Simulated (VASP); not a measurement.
PbO, 4 atoms in the cell. The structure is tetragonal, space group P4/nmm (No. 129). The conventional cell has a = 4.023 Å, b = 4.023 Å, c = 5.463 Å, α = 90.00°, β = 90.00°, γ = 90.00°. Pb (site symmetry 4mm) has 4 O at 2.33 Å within 3.1 Å. Within 3.1 Å of O (site symmetry -4m2) lie 4 Pb at 2.33 Å and 4 O at 2.84 Å.  This cell differs from its parent crystal: volume scaled by 0.960.

- Program: VASP 6.6.1
- Task: relaxation of shape and atoms at fixed volume
- Functional: PBE
- Potentials or basis: VASP PAW PBE potentials, release 64 (Pb_d, O)
- Cutoff: 600 eV
- k mesh: 8 × 8 × 6
- Occupations: gaussian, width 0.05 eV
- Spin: no spin polarisation
- Dipole correction: no
- Further INCAR settings: ALGO = Normal; EDIFF = 1e-06; IBRION = 2; EDIFFG = -0.01; NSW = 60; ISIF = 4

Potentials or basis: VASP PAW PBE potentials, release 64 (Pb_d, O).

Run with:

```console
$ cat potpaw_PBE.64/Pb_d/POTCAR potpaw_PBE.64/O/POTCAR > POTCAR
$ mpirun -np 1 vasp_std > vasp.out
```

Hardware: 1 thread of Intel Xeon 6975P-C, on a shared host.

Problem. How long does it take, and how much memory?

Solution. Wall time 6.2 min on 1 thread of Intel Xeon 6975P-C, on a shared host, peak memory 0.31 GiB. Counts: scf iterations 40, k points 60, ion steps 5.
